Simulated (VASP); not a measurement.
# Na (Im-3m) in VASP: a series of runs

The runs below take Na through electric field gradients, with PBE.

All numbers are computed with VASP 6.6.1; they aren't measurements. Logs are shortened: lines on timing, memory, paths and dates and some standing lists are left out, and cuts for length are marked.

### 1 The cell of the first run

The structure is cubic, space group Im-3m (No. 229). The conventional cell has a = 4.207 Å, b = 4.207 Å, c = 4.207 Å, α = 90.00°, β = 90.00°, γ = 90.00°. Within 4.8 Å of Na (site symmetry m-3m) lie 14 Na at 3.64 to 4.21 Å.

### 2 Electric field gradients, PBE (volume scaled by 0.98)

File INCAR:

```
SYSTEM = Na
PREC = Accurate
ENCUT = 520
EDIFF = 1E-8
ISMEAR = -1
SIGMA = 0.03
LREAL = .FALSE.
LASPH = .TRUE.
NELM = 60
ALGO = Normal
ISIF = 2
LWAVE = .FALSE.
LCHARG = .FALSE.
GGA = PE
LEFG = .TRUE.
NBANDS = 10
```

File KPOINTS:

```
regular mesh
0
G
  11 11 11
  0 0 0
```

File POSCAR:

```
Na
1.0
   -2.1032881624      2.1032881624      2.1032881624
    2.1032881624     -2.1032881624      2.1032881624
    2.1032881624      2.1032881624     -2.1032881624
Na
1
Direct
    0.0000000000      0.0000000000      0.0000000000
```

Potentials or basis: VASP PAW PBE potentials, release 64 (Na_pv).

Run with:

```console
$ cat potpaw_PBE.64/Na_pv/POTCAR > POTCAR
$ mpirun -np 1 vasp_std > vasp.out
```

OUTCAR:

```text
SYSTEM = Na
   PREC = Accurate
   ENCUT = 520
   EDIFF = 1E-8
   ISMEAR = -1
   LREAL = .FALSE.
   LASPH = .TRUE.
   NELM = 60
   ISIF = 2
   GGA = PE

 ion  position               nearest neighbor table
   1  0.000  0.000  0.000-

  LATTYP: Found a body centered cubic cell.
 ALAT       =     4.2065763248

  Lattice vectors:

 A1 = (  -2.1032881624,   2.1032881624,   2.1032881624)
 A2 = (   2.1032881624,  -2.1032881624,   2.1032881624)
 A3 = (   2.1032881624,   2.1032881624,  -2.1032881624)

Analysis of symmetry for initial positions (statically):
=====================================================================
 Subroutine PRICEL returns:
 Original cell was already a primitive cell.

 Routine SETGRP: Setting up the symmetry group for a
 body centered cubic supercell.

 Subroutine GETGRP returns: Found 48 space group operations
 (whereof 48 operations were pure point group operations)
 out of a pool of 48 trial point group operations.

The static configuration has the point symmetry O_h .

Analysis of symmetry for dynamics (positions and initial velocities):
=====================================================================
 Subroutine PRICEL returns:
 Original cell was already a primitive cell.

 Routine SETGRP: Setting up the symmetry group for a
 body centered cubic supercell.

 Subroutine GETGRP returns: Found 48 space group operations
 (whereof 48 operations were pure point group operations)
 out of a pool of 48 trial point group operations.

The dynamic configuration has the point symmetry O_h .

 Subroutine INISYM returns: Found 48 space group operations
 (whereof 48 operations are pure point group operations),
 and found     1 'primitive' translations

----------------------------------------------------------------------------------------

                                     Primitive cell

  volume of cell :      37.2183

  direct lattice vectors                    reciprocal lattice vectors
    -2.103288162  2.103288162  2.103288162     0.000000000  0.237723013  0.237723013
     2.103288162 -2.103288162  2.103288162     0.237723013  0.000000000  0.237723013
     2.103288162  2.103288162 -2.103288162     0.237723013  0.237723013  0.000000000

  length of vectors
     3.643001960  3.643001960  3.643001960     0.336191110  0.336191110  0.336191110

[... 121 lines left out ...]
  free energy    TOTEN  =        -1.31440849 eV

  energy without entropy =       -1.31321485  energy(sigma->0) =       -1.31381167

 E-fermi :   0.3279     XC(G=0):  -6.4919

 val. band max:        0.2871035729   @ k =  -0.3636   0.4545   0.0909
 cond. band min:       0.4226849527   @ k =   0.1818   0.1818   0.1818
 fundamental gap:      0.1355813798
 Fermi energy:         0.3279258992

 k-point     1 :       0.0000    0.0000    0.0000
  band No.  band energies     occupation
      1     -24.5870      2.00000
      2     -24.5870      2.00000
      3     -24.5870      2.00000
      4      -2.9521      2.00000
      5      12.0245      0.00000
      6      12.0245      0.00000
      7      12.0245      0.00000
      8      13.0225      0.00000
      9      13.0225      0.00000
     10      13.5774      0.00000
[... 287 lines left out ...]
 k-point    24 :       0.3636    0.1818    0.0909
  band No.  band energies     occupation
      1     -24.6156      2.00000
      2     -24.6027      2.00000
      3     -24.5923      2.00000
      4       1.6851      0.00000
      5       2.1675      0.00000
      6       4.9034      0.00000
      7       6.7318      0.00000
      8      13.6005      0.00000
      9      14.9703      0.00000
     10      16.0936      0.00000

 [... further k-points ...]

------------------------ aborting loop because EDIFF is reached ----------------------------------------

  FORCE on cell =-STRESS in cart. coord.  units (eV):
  Direction    XX          YY          ZZ          XY          YZ          ZX
  --------------------------------------------------------------------------------------
  -------------------------------------------------------------------------------------
  Total       -0.0148796     -0.0148796     -0.0148796     -0.0000000      0.0000000     -0.0000000
  in kB       -0.6405397     -0.6405397     -0.6405397     -0.0000000      0.0000000     -0.0000000
  external PRESSURE =      -0.6405397 kB  Pullay stress =       0.0000000 kB

 VOLUME and BASIS-vectors are now :
 -----------------------------------------------------------------------------
  energy-cutoff  :      520.00
  volume of cell :       37.22
      direct lattice vectors                 reciprocal lattice vectors
    -2.103288162  2.103288162  2.103288162     0.000000000  0.237723013  0.237723013
     2.103288162 -2.103288162  2.103288162     0.237723013  0.000000000  0.237723013
     2.103288162  2.103288162 -2.103288162     0.237723013  0.237723013  0.000000000

 POSITION                                       TOTAL-FORCE (eV/Angst)
 -----------------------------------------------------------------------------------
      0.00000      0.00000      0.00000         0.000000      0.000000      0.000000
 -----------------------------------------------------------------------------------
    total drift:                               -0.000000     -0.000000     -0.000000

  FREE ENERGIE OF THE ION-ELECTRON SYSTEM (eV)
  ---------------------------------------------------
  free  energy   TOTEN  =        -1.3144084907 eV

  energy  without entropy=       -1.3132148510  energy(sigma->0) =       -1.31381167

 Electric field gradients (V/A^2)
---------------------------------------------------------------------
 ion       V_xx      V_yy      V_zz      V_xy      V_xz      V_yz
---------------------------------------------------------------------
   1      -0.000     0.000     0.000    -0.005    -0.005    -0.005
---------------------------------------------------------------------

 Electric field gradients after diagonalization (V/A^2)
 (convention: |V_zz| > |V_xx| > |V_yy|)
----------------------------------------------------------------------
 ion       V_xx      V_yy      V_zz     asymmetry (V_yy - V_xx)/ V_zz
----------------------------------------------------------------------
   1       0.005     0.005    -0.010       0.000
----------------------------------------------------------------------

           NMR quadrupolar parameters

 Cq : quadrupolar parameter    Cq=e*Q*V_zz/h
 eta: asymmetry parameters     (V_yy - V_xx)/ V_zz
 Q  : nuclear electric quadrupole moment in mb (millibarn)
----------------------------------------------------------------------
 ion       Cq(MHz)       eta       Q (mb)
----------------------------------------------------------------------
   1      -0.000       0.000       1.000
----------------------------------------------------------------------
```

Wall time 11 s (1 thread of Intel Xeon Platinum 8488C (Sapphire Rapids), shared host); peak memory 0.15 GiB.

What came out:

| Property | Result |
| --- | --- |
| Free energy | -1.3144 eV |
| Pressure | -0.1 GPa |

Caveat: the cell differs from its parent crystal (volume scaled by 0.98); without QUAD_EFG the Cq values of the log hold for a quadrupole moment of 1 mb, not for the nuclei.

### 3 Electric field gradients, PBE

This run uses another cell than the first one, of 37.98 Å³/atom, 1.020 times its volume.

File INCAR:

```
  PREC = Accurate
  ENCUT = 520
  EDIFF = 1E-8
  ISMEAR = -1
  SIGMA = 0.03
  LREAL = False
  LASPH = True
  NELM = 60
  ALGO = Normal
  ISIF = 2
  LWAVE = False
  LCHARG = False
  GGA = PE
  LEFG = True
  NBANDS = 10
```

File KPOINTS:

```
regular mesh
0
Gamma
  11 11 11
```

File POSCAR:

```
Na
1.0
   -2.1175000000      2.1175000000      2.1175000000
    2.1175000000     -2.1175000000      2.1175000000
    2.1175000000      2.1175000000     -2.1175000000
Na
1
Direct
    0.0000000000      0.0000000000      0.0000000000
```

Potentials or basis: VASP PAW PBE potentials, release 64 (Na_pv).

Run with:

```console
$ cat potpaw_PBE.64/Na_pv/POTCAR > POTCAR
$ mpirun -np 1 vasp_std > vasp.out
```

OUTCAR:

```text
PREC = Accurate
   ENCUT = 520
   EDIFF = 1E-8
   ISMEAR = -1
   LREAL = False
   LASPH = True
   NELM = 60
   ISIF = 2
   GGA = PE

 ion  position               nearest neighbor table
   1  0.000  0.000  0.000-

  LATTYP: Found a body centered cubic cell.
 ALAT       =     4.2350000000

  Lattice vectors:

 A1 = (  -2.1175000000,   2.1175000000,   2.1175000000)
 A2 = (   2.1175000000,  -2.1175000000,   2.1175000000)
 A3 = (   2.1175000000,   2.1175000000,  -2.1175000000)

Analysis of symmetry for initial positions (statically):
=====================================================================
 Subroutine PRICEL returns:
 Original cell was already a primitive cell.

 Routine SETGRP: Setting up the symmetry group for a
 body centered cubic supercell.

 Subroutine GETGRP returns: Found 48 space group operations
[... 491 lines left out ...]
  external PRESSURE =      -2.1492838 kB  Pullay stress =       0.0000000 kB

 VOLUME and BASIS-vectors are now :
 -----------------------------------------------------------------------------
  energy-cutoff  :      520.00
  volume of cell :       37.98
      direct lattice vectors                 reciprocal lattice vectors
    -2.117500000  2.117500000  2.117500000     0.000000000  0.236127509  0.236127509
     2.117500000 -2.117500000  2.117500000     0.236127509  0.000000000  0.236127509
     2.117500000  2.117500000 -2.117500000     0.236127509  0.236127509  0.000000000

 POSITION                                       TOTAL-FORCE (eV/Angst)
 -----------------------------------------------------------------------------------
      0.00000      0.00000      0.00000        -0.000000     -0.000000      0.000000
 -----------------------------------------------------------------------------------
    total drift:                               -0.000000     -0.000000     -0.000000

  FREE ENERGIE OF THE ION-ELECTRON SYSTEM (eV)
  ---------------------------------------------------
  free  energy   TOTEN  =        -1.3137869482 eV

  energy  without entropy=       -1.3125874397  energy(sigma->0) =       -1.31318719

 Electric field gradients (V/A^2)
---------------------------------------------------------------------
 ion       V_xx      V_yy      V_zz      V_xy      V_xz      V_yz
---------------------------------------------------------------------
   1      -0.000     0.000     0.000    -0.004    -0.004    -0.004
---------------------------------------------------------------------

 Electric field gradients after diagonalization (V/A^2)
 (convention: |V_zz| > |V_xx| > |V_yy|)
----------------------------------------------------------------------
 ion       V_xx      V_yy      V_zz     asymmetry (V_yy - V_xx)/ V_zz
----------------------------------------------------------------------
   1       0.004     0.004    -0.008       0.000
----------------------------------------------------------------------

           NMR quadrupolar parameters

 Cq : quadrupolar parameter    Cq=e*Q*V_zz/h
 eta: asymmetry parameters     (V_yy - V_xx)/ V_zz
 Q  : nuclear electric quadrupole moment in mb (millibarn)
----------------------------------------------------------------------
 ion       Cq(MHz)       eta       Q (mb)
----------------------------------------------------------------------
   1      -0.000       0.000       1.000
----------------------------------------------------------------------
```

Wall time 10 s (1 thread of Intel Xeon Platinum 8488C (Sapphire Rapids), shared host); peak memory 0.15 GiB.

What came out:

- Free energy: -1.3138 eV
- Pressure: -0.2 GPa

Caveat: without QUAD_EFG the Cq values of the log hold for a quadrupole moment of 1 mb, not for the nuclei.

### 4 Electric field gradients, PBE (volume scaled by 1.02)

File INCAR:

```
SYSTEM = Na
PREC = Accurate
ENCUT = 520
EDIFF = 1E-8
ISMEAR = -1
SIGMA = 0.03
LREAL = .FALSE.
LASPH = .TRUE.
NELM = 100
ALGO = Normal
ISIF = 2
LWAVE = .FALSE.
LCHARG = .FALSE.
GGA = PE
LEFG = .TRUE.
NBANDS = 10
```

File KPOINTS:

```
Automatic mesh
0
G
  11 11 11
  0 0 0
```

File POSCAR:

```
Na
1.0
   -2.1315235875      2.1315235875      2.1315235875
    2.1315235875     -2.1315235875      2.1315235875
    2.1315235875      2.1315235875     -2.1315235875
Na
1
Direct
    0.0000000000      0.0000000000      0.0000000000
```

Potentials or basis: VASP PAW PBE potentials, release 64 (Na_pv).

Run with:

```console
$ cat potpaw_PBE.64/Na_pv/POTCAR > POTCAR
$ mpirun -np 1 vasp_std > vasp.out
```

OUTCAR:

```text
SYSTEM = Na
   PREC = Accurate
   ENCUT = 520
   EDIFF = 1E-8
   ISMEAR = -1
   LREAL = .FALSE.
   LASPH = .TRUE.
   NELM = 100
   ISIF = 2
   GGA = PE

 ion  position               nearest neighbor table
   1  0.000  0.000  0.000-

  LATTYP: Found a body centered cubic cell.
 ALAT       =     4.2630471750

  Lattice vectors:

 A1 = (  -2.1315235875,   2.1315235875,   2.1315235875)
 A2 = (   2.1315235875,  -2.1315235875,   2.1315235875)
 A3 = (   2.1315235875,   2.1315235875,  -2.1315235875)

Analysis of symmetry for initial positions (statically):
=====================================================================
 Subroutine PRICEL returns:
 Original cell was already a primitive cell.

 Routine SETGRP: Setting up the symmetry group for a
 body centered cubic supercell.

 Subroutine GETGRP returns: Found 48 space group operations
 (whereof 48 operations were pure point group operations)
[... 491 lines left out ...]

 VOLUME and BASIS-vectors are now :
 -----------------------------------------------------------------------------
  energy-cutoff  :      520.00
  volume of cell :       38.74
      direct lattice vectors                 reciprocal lattice vectors
    -2.131523587  2.131523587  2.131523587     0.000000000  0.234573993  0.234573993
     2.131523587 -2.131523587  2.131523587     0.234573993  0.000000000  0.234573993
     2.131523587  2.131523587 -2.131523587     0.234573993  0.234573993  0.000000000

 POSITION                                       TOTAL-FORCE (eV/Angst)
 -----------------------------------------------------------------------------------
      0.00000      0.00000      0.00000        -0.000000      0.000000      0.000000
 -----------------------------------------------------------------------------------
    total drift:                               -0.000000     -0.000000     -0.000000

  FREE ENERGIE OF THE ION-ELECTRON SYSTEM (eV)
  ---------------------------------------------------
  free  energy   TOTEN  =        -1.3124912343 eV

  energy  without entropy=       -1.3112857306  energy(sigma->0) =       -1.31188848

 Electric field gradients (V/A^2)
---------------------------------------------------------------------
 ion       V_xx      V_yy      V_zz      V_xy      V_xz      V_yz
---------------------------------------------------------------------
   1      -0.000    -0.000    -0.000    -0.002    -0.002    -0.002
---------------------------------------------------------------------

 Electric field gradients after diagonalization (V/A^2)
 (convention: |V_zz| > |V_xx| > |V_yy|)
----------------------------------------------------------------------
 ion       V_xx      V_yy      V_zz     asymmetry (V_yy - V_xx)/ V_zz
----------------------------------------------------------------------
   1       0.002     0.002    -0.005       0.000
----------------------------------------------------------------------

           NMR quadrupolar parameters

 Cq : quadrupolar parameter    Cq=e*Q*V_zz/h
 eta: asymmetry parameters     (V_yy - V_xx)/ V_zz
 Q  : nuclear electric quadrupole moment in mb (millibarn)
----------------------------------------------------------------------
 ion       Cq(MHz)       eta       Q (mb)
----------------------------------------------------------------------
   1      -0.000       0.000       1.000
----------------------------------------------------------------------
```

OSZICAR:

```text
N       E                     dE             d eps       ncg     rms          rms(c)
DAV:   1     0.269936546460E+02    0.26994E+02   -0.37429E+03  1132   0.568E+02
DAV:   2    -0.683488401622E+00   -0.27677E+02   -0.27529E+02  1170   0.145E+02
DAV:   3    -0.130779452987E+01   -0.62431E+00   -0.62394E+00  1362   0.236E+01
DAV:   4    -0.131291793138E+01   -0.51234E-02   -0.51231E-02  1330   0.208E+00
DAV:   5    -0.131299052892E+01   -0.72598E-04   -0.72597E-04  1302   0.246E-01    0.203E-01
DAV:   6    -0.131269888435E+01    0.29164E-03   -0.48781E-04  1366   0.264E-01    0.137E-01
DAV:   7    -0.131249860801E+01    0.20028E-03   -0.99931E-04  1258   0.314E-01    0.157E-02
DAV:   8    -0.131249087640E+01    0.77316E-05   -0.46238E-05  1400   0.111E-01    0.234E-03
DAV:   9    -0.131249120275E+01   -0.32636E-06   -0.25874E-07  1312   0.549E-03    0.106E-03
DAV:  10    -0.131249123923E+01   -0.36479E-07   -0.56942E-08  1304   0.232E-03    0.128E-04
DAV:  11    -0.131249123433E+01    0.49002E-08   -0.11185E-09   742   0.291E-04
   1 F= -.13124912E+01 E0= -.13118885E+01  d E =-.120550E-02
```

stdout:

```text
POSCAR found type information on POSCAR Na
 POSCAR found :  1 types and       1 ions
 scaLAPACK will be used
 LDA part: xc-table for (Slater+PW92), standard interpolation
 POSCAR, INCAR and KPOINTS ok, starting setup
 FFT: planning ... GRIDC
 FFT: planning ... GRID_SOFT
 FFT: planning ... GRID
 WAVECAR not read
 entering main loop
ion   1
```

Run time: 10 s. Hardware: 1 thread of Intel Xeon Platinum 8488C (Sapphire Rapids), shared host; peak memory 0.15 GiB.

What came out:

* Free energy: -1.3125 eV
* Pressure: -0.3 GPa

Levels at points of the mesh, in eV from the Fermi level:
```tsv
k point	band 1	band 2	band 3	band 4	band 5	band 6	band 7
(0.00, 0.00, 0.00)	-24.95	-24.95	-24.95	-3.20	11.44	11.44	11.44
```

Caveat: the cell differs from its parent crystal (volume scaled by 1.02); without QUAD_EFG the Cq values of the log hold for a quadrupole moment of 1 mb, not for the nuclei.

### 5 Summary

| cell | gap on the mesh (eV) | pressure (GPa) |
| --- | --- | --- |
| a = 3.643 Å, angles 109.5°, 1 atom | none | -0.1 |
| a = 3.668 Å, angles 109.5°, 1 atom | none | -0.2 |
| a = 3.692 Å, angles 109.5°, 1 atom | none | -0.3 |

Alike in all rows: task electric field gradients; level PBE; potentials or basis VASP PAW PBE potentials, release 64 (Na_pv); no spin polarisation; k mesh 11 × 11 × 11; cutoff (eV) 520; smearing fermi-dirac 0.03 eV.

Absolute energies hang on the potentials; compare differences alone.
